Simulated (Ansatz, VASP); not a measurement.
## HC12 in VASP and in Ansatz

Contents of INCAR:

```
ALGO     = Normal         # electronic algorithm
DIPOL    = 0.5 0.5 0.299
EDIFF    = 1E-7           # SCF threshold, eV
ENCUT    = 520            # plane-wave cutoff, eV
GGA      = PE             # functional
IDIPOL   = 3            
ISIF     = 2              # what is computed and relaxed
ISMEAR   = 0              # smearing method
ISPIN    = 2              # spin polarisation
IVDW     = 12             # dispersion correction
KPAR     = 4            
LASPH    = T              # aspherical terms in the spheres
LCHARG   = T              # write CHGCAR
LDIPOL   = T            
LORBIT   = 11             # projections on sites
LREAL    = F              # projectors in reciprocal space
LVACPOTAV= T            
LVHAR    = T            
LWAVE    = F              # write WAVECAR
MAGMOM   = 0 0 0 0 0 0 0 0 0 0 0 0 1 # initial moments
NBANDS   = 40             # bands
NELM     = 150            # most SCF steps
PREC     = Accurate       # precision mode
SIGMA    = 0.05           # smearing width, eV
```

Contents of KPOINTS:

```
k-points
0
Gamma
  6 7 1
```

Contents of POSCAR:

```
HC12
1.0
    4.9311586502      0.0000000000      0.0000000000
    0.0000000000      4.0098697767      0.0000000000
    0.0000000000      0.0000000000     21.6014232414
C H
12 1
Direct
    0.2500000000      0.3776970832      0.1851729840
    0.7500000000      0.3776970832      0.1851729840
    0.0000000000      0.4720802753      0.2130426460
    0.5000000000      0.4720802753      0.2130426460
    0.0000000000      0.6609562027      0.2688143161
    0.5000000000      0.6609562027      0.2688143161
    0.2500000000      0.7503681903      0.2962457608
    0.7500000000      0.7503681903      0.2962457608
    0.2500000000      0.9412921293      0.3552728042
    0.7500000000      0.9412921293      0.3552728042
    0.0000000000      0.0234303656      0.3796705036
    0.5000000000      0.0234303656      0.3796705036
    0.1666666667      0.0234303656      0.4954036186
```

Input for Ansatz:

```yaml
crystal:
  lattice:
    - [4.9311586502, 0.0, 0.0]
    - [0.0, 4.0098697767, 0.0]
    - [0.0, 0.0, 21.6014232414]
  atoms:
    - { symbol: C, position: [0.25, 0.3776970832, 0.185172984] }
    - { symbol: C, position: [0.75, 0.3776970832, 0.185172984] }
    - { symbol: C, position: [0.0, 0.4720802753, 0.213042646] }
    - { symbol: C, position: [0.5, 0.4720802753, 0.213042646] }
    - { symbol: C, position: [0.0, 0.6609562027, 0.2688143161] }
    - { symbol: C, position: [0.5, 0.6609562027, 0.2688143161] }
    - { symbol: C, position: [0.25, 0.7503681903, 0.2962457608] }
    - { symbol: C, position: [0.75, 0.7503681903, 0.2962457608] }
    - { symbol: C, position: [0.25, 0.9412921293, 0.3552728042] }
    - { symbol: C, position: [0.75, 0.9412921293, 0.3552728042] }
    - { symbol: C, position: [0.0, 0.0234303656, 0.3796705036] }
    - { symbol: C, position: [0.5, 0.0234303656, 0.3796705036] }
    - { symbol: H, position: [0.1666666667, 0.0234303656, 0.4954036186], spin: 1.0 }
basis:
  ecutwfc: 420
kpoints:
  mp_grid: { grid: [6, 7, 1] }
hamiltonian:
  xc: pbe
  pseudopotentials: { kind: paw, azcp: { folder: soft_1 } }
  dispersion: d3bj
scf:
  occupations: { method: gaussian, width: 0.05 }
output:
  forces: true
  eigenvalues: true
  populations: true
magnetization:
  spin_polarized: true
efield:
  axis: 3
  dipole_correction: true
  ramp_width: 0.04
```

Alike in both runs: task single point; functional PBE; dispersion D3(BJ); k mesh 6 × 7 × 1; occupations gaussian, width 0.05 eV; collinear spin.

|  | VASP | Ansatz |
| --- | --- | --- |
| version | VASP 6.6.1 | Ansatz 0.2.0 |
| potentials or method | VASP PAW PBE potentials, release 64 (C, H), cutoff 520 eV | scalar-relativistic, plane waves, PAW |
| valence electrons in the cell | 49 | 49 |

```tsv
	VASP	Ansatz	Ansatz less VASP
rms of the force components (eV/Å)	0.973	1.006	+0.0327
net moment per atom (μB)	0.02	0.08	+0.057
size of the moment on the site where the two differ most (μB)	0.34	0.73	+0.386
work function, face that differs most (eV)	5.50	5.00	-0.500
```

Site moments also hang on the region over which each program counts them. Atom by atom the forces differ by 0.263 eV/Å (rms over components).
